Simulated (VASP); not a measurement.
CoSn, 6 atoms in the cell. The structure is hexagonal, space group P6mm (No. 183). The conventional cell has a = 5.220 Å, b = 5.220 Å, c = 4.168 Å, α = 90.00°, β = 90.00°, γ = 120.00°. Co (site symmetry 2mm) has 6 Sn at 2.57 to 2.61 Å and 4 Co at 2.61 Å within 3.4 Å. Within 3.4 Å of Sn (site symmetry 3m) lie 6 Co at 2.57 Å and 3 Sn at 3.01 Å. Sn (site symmetry 6mm) has 6 Co at 2.61 Å within 3.4 Å.  This cell differs from its parent crystal: atoms displaced along a vibrational mode.

```yaml
Program: VASP 6.6.1
Task: single point
Functional: PBEsol
Potentials_or_basis: VASP PAW PBE potentials, release 64 (Co, Sn_d)
Cutoff: 520 eV
k_mesh: 12 × 12 × 12
Occupations: gaussian, width 0.15 eV
Spin: no spin polarisation
Dipole_correction: no
Further_INCAR_settings: ALGO = Fast; EDIFF = 1e-07; NBANDS = 44
```

Potentials or basis: VASP PAW PBE potentials, release 64 (Co, Sn_d).

Run with:

```sh
$ cat potpaw_PBE.64/Co/POTCAR potpaw_PBE.64/Sn_d/POTCAR > POTCAR
$ mpirun -np 1 vasp_std > vasp.out
```

Hardware: 1 thread of Oxide Virtual Turin-like Processor, with other jobs on the host.

Estimate the wall time of this run.

It took 12 min on 1 thread of Oxide Virtual Turin-like Processor, on a shared host, peak memory 0.51 GiB. Counts: scf iterations 18, k points 133.
